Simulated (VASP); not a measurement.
Write the native input for VASP 6.6.1 that does the following.

```yaml
Task: single point
Functional: r2SCAN
Potentials_or_basis: VASP PAW PBE potentials, release 64 (Se, Ga_d)
Cutoff: 520 eV
k_mesh: 8 × 8 × 8
Occupations: gaussian, width 0.02 eV
Spin: no spin polarisation
Dipole_correction: no
Further_INCAR_settings: ALGO = Normal; EDIFF = 1e-06; NBANDS = 30
```

The system is Ga3Se.

```
CELL_PARAMETERS angstrom
4.43246 0.00000 0.00000
0.00000 4.43246 0.00000
0.00000 0.00000 4.43246
ATOMIC_POSITIONS crystal
Se 0.00000 0.00000 0.00000
Ga 0.50000 0.50000 0.00000
Ga 0.50000 0.00000 0.50000
Ga 0.00000 0.50000 0.50000
```

These files were run (other wordings do the same):

POSCAR

```
Ga3Se
1.0
    4.4324650000      0.0000000000      0.0000000000
    0.0000000000      4.4324650000      0.0000000000
    0.0000000000      0.0000000000      4.4324650000
Se Ga
1 3
Direct
    0.0000000000      0.0000000000      0.0000000000
    0.5000000000      0.5000000000      0.0000000000
    0.5000000000      0.0000000000      0.5000000000
    0.0000000000      0.5000000000      0.5000000000
```

INCAR.step1

```
PREC = Accurate
ENCUT = 520
ISMEAR = 0
SIGMA = 0.02
LREAL = False
LASPH = True
NELM = 100
NBANDS = 30
GGA = PE
ALGO = Normal
EDIFF = 1E-4
LWAVE = True
LCHARG = False
```

INCAR.step2

```
PREC = Accurate
ENCUT = 520
EDIFF = 1E-6
ISMEAR = 0
SIGMA = 0.02
LREAL = False
LASPH = True
NELM = 100
ALGO = Normal
ISIF = 2
LWAVE = False
LCHARG = False
METAGGA = R2SCAN
LMIXTAU = True
NBANDS = 30
ISTART = 1
```

KPOINTS

```
regular mesh
0
Gamma
  8 8 8
```

Potentials or basis: VASP PAW PBE potentials, release 64 (Se, Ga_d).

Command:

```bash
$ cat potpaw_PBE.64/Se/POTCAR potpaw_PBE.64/Ga_d/POTCAR > POTCAR
$ cp INCAR.step1 INCAR
$ mpirun -np 1 vasp_std > vasp.out
$ cp INCAR.step2 INCAR
$ mpirun -np 1 vasp_std > vasp.out
```

It gave:

- Pressure: -1.6 GPa

Caveat: the PAW data sets were made with another functional, which shifts forces and pressure a little.

Wall time 3.4 min on 1 thread of Intel Xeon 6975P-C, on a shared host, peak memory 0.26 GiB.
